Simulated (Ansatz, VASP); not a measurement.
Ag: VASP beside Ansatz

The input INCAR:

```
PREC = Accurate ; ENCUT = 600
EDIFF = 1E-6 ; ISMEAR = 0
SIGMA = 0.1 ; LREAL = F
LASPH = T ; NELM = 100
ALGO = Fast ; ISIF = 3
LWAVE = F ; LCHARG = F
GGA = CA ; IBRION = 2
NSW = 80 ; EDIFFG = -0.003
```

File KPOINTS:

```
regular mesh
0
Gamma
  34 34 34
```

Contents of POSCAR:

```
Ag
1.0
    0.0000000000      2.0450000000      2.0450000000
    2.0450000000      0.0000000000      2.0450000000
    2.0450000000      2.0450000000      0.0000000000
Ag
1
Direct
    0.0000000000      0.0000000000      0.0000000000
```

Input for Ansatz:

```yaml
crystal:
  lattice:
    - [0.0, 2.045, 2.045]
    - [2.045, 0.0, 2.045]
    - [2.045, 2.045, 0.0]
  atoms:
    - { symbol: Ag, position: [0.0, 0.0, 0.0] }
scf:
  occupations: { method: gaussian, width: 0.1 }
output:
  forces: true
  stress: true
  eigenvalues: true
  write_density: true
  write_potential: true
  elf: true
  volumetric_format: npy
kpoints:
  mp_grid: { grid: [34, 34, 34] }
hamiltonian:
  xc: lda
relax:
  f_tol: 0.003
  max_steps: 60
  cell: { stress_tol: 0.02 }
```

Alike in both runs: task relaxation of cell and atoms; functional LDA; k mesh 34 × 34 × 34; occupations gaussian, width 0.1 eV; no spin polarisation.

|  | VASP | Ansatz |
| --- | --- | --- |
| version | VASP 6.6.1 | Ansatz 0.2.0 |
| potentials or method | VASP PAW LDA potentials, release 64 (Ag) | scalar-relativistic, plane waves, PAW |
| plane-wave cutoff (eV) | 600 | 420 |
| valence electrons in the cell | 11 | 19 |

```tsv
	VASP	Ansatz	Ansatz less VASP
gap on the k mesh at the Fermi level, each at its own relaxed structure (eV)	none	none	-
relaxed volume (Å³/atom)	16.02	16.00	-0.021
relaxed length of the cell vector where the two differ most in proportion (Å)	2.830	2.829	-0.0013
```

LDA's correlation is that of Perdew and Zunger in VASP and of Perdew and Wang (1992) in Ansatz. A gap of «none» marks a metal or a gap that the smearing closes. VASP's potentials hold 11 valence electrons a cell and Ansatz's 19, so a difference there can come from the potentials and not from the codes.
